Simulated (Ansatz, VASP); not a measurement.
## PbSe in VASP and in Ansatz

Contents of INCAR:

```
PREC = Accurate
ENCUT = 520
EDIFF = 1E-6
ISMEAR = 0
SIGMA = 0.03
LREAL = F
LASPH = T
NELM = 80
ALGO = Normal
ISIF = 2
LWAVE = F
LCHARG = F
GGA = PE
IVDW = 12
NBANDS = 17
```

Contents of KPOINTS:

```
regular mesh
0
Gamma
  10 10 10
```

POSCAR

```
PbSe
1.0
   -0.2530347053      3.1514322392      3.0670873374
    3.1514322392     -0.2530347053      3.0670873374
    2.8983975338      2.8983975338      0.0000000000
Pb Se
1 1
Direct
    0.0000000000      0.0000000000      0.0000000000
    0.5000000000      0.5000000000      0.5000000000
```

Input for Ansatz:

```yaml
crystal:
  lattice:
    - [-0.2530347053, 3.1514322392, 3.0670873374]
    - [3.1514322392, -0.2530347053, 3.0670873374]
    - [2.8983975338, 2.8983975338, 0.0]
  atoms:
    - { symbol: Pb, position: [0.0, 0.0, 0.0] }
    - { symbol: Se, position: [0.5, 0.5, 0.5] }
basis:
  ecutwfc: 420
kpoints:
  mp_grid: { grid: [10, 10, 10] }
hamiltonian:
  xc: pbe
  dispersion: d3bj
scf:
  occupations: { method: gaussian, width: 0.03 }
output:
  forces: true
  stress: true
  eigenvalues: true
```

Change from the starting cell: engineering shear strain xy -0.1650, equal normal strain along x and y +0.0275.

Alike in both runs: task single point; functional PBE; dispersion D3(BJ); k mesh 10 × 10 × 10; occupations gaussian, width 0.03 eV; no spin polarisation.

```csv
,VASP,Ansatz
version,VASP 6.6.1,Ansatz 0.2.0
potentials or method,"VASP PAW PBE potentials, release 64 (Pb_d, Se), cutoff 520 eV","scalar-relativistic, plane waves, PAW"
valence electrons in the cell,20,30
```

Ansatz gave:

| Property | Result |
| --- | --- |
| pressure (GPa) | -2.3 |
| traceless stress, the component that is largest in VASP (GPa) | 2.71 |

**Question.** Which values does VASP return?

**Answer.** Pressure (GPa): -2.4; traceless stress, the component that is largest in VASP (GPa): 2.71.

VASP's potentials hold 20 valence electrons a cell and Ansatz's 30, so a difference there can come from the potentials and not from the codes.

Spin-orbit coupling is off throughout.
